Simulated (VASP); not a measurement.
Write the native input for VASP 6.6.1 that does the following.

```yaml
Task: electric field gradients
Functional: PBE
Potentials_or_basis: VASP PAW PBE potentials, release 64 (Ti_sv)
Cutoff: 520 eV
k_mesh: 14 × 14 × 14
Occupations: fermi-dirac, width 0.05 eV
Spin: no spin polarisation
Dipole_correction: no
Further_INCAR_settings: ALGO = Normal; EDIFF = 1e-08; NBANDS = 12
```

The structure of Ti lies in POSCAR:

```
Ti
1.0
   -1.6188216056      1.6188216056      1.6188216056
    1.6188216056     -1.6188216056      1.6188216056
    1.6188216056      1.6188216056     -1.6188216056
Ti
1
Direct
    0.0000000000      0.0000000000      0.0000000000
```

This cell differs from its parent crystal: volume scaled by 0.96.

These files were run (other wordings do the same):

INCAR

```
SYSTEM = Ti
PREC = Accurate
ENCUT = 520
EDIFF = 1E-8
ISMEAR = -1
SIGMA = 0.05
LREAL = .FALSE.
LASPH = .TRUE.
NELM = 60
ALGO = Normal
ISIF = 2
LWAVE = .FALSE.
LCHARG = .FALSE.
GGA = PE
LEFG = .TRUE.
NBANDS = 12
```

KPOINTS

```
regular mesh
0
G
  14 14 14
  0 0 0
```

Potentials or basis: VASP PAW PBE potentials, release 64 (Ti_sv).

Launch:

```sh
$ cat potpaw_PBE.64/Ti_sv/POTCAR > POTCAR
$ mpirun -np 1 vasp_std > vasp.out
```

Results of the run:

| Item | Value |
| --- | --- |
| Pressure | 1.6 GPa |
| Band gap on the k mesh | zero (band 6 reaches 9.34 eV, above the bottom of band 7 at 7.67 eV) |

Caveat: without QUAD_EFG the Cq values of the log hold for a quadrupole moment of 1 mb, not for the nuclei.

Wall time 29 s on 1 thread of Intel Xeon 8259CL, with other jobs on the host, peak memory 0.15 GiB.
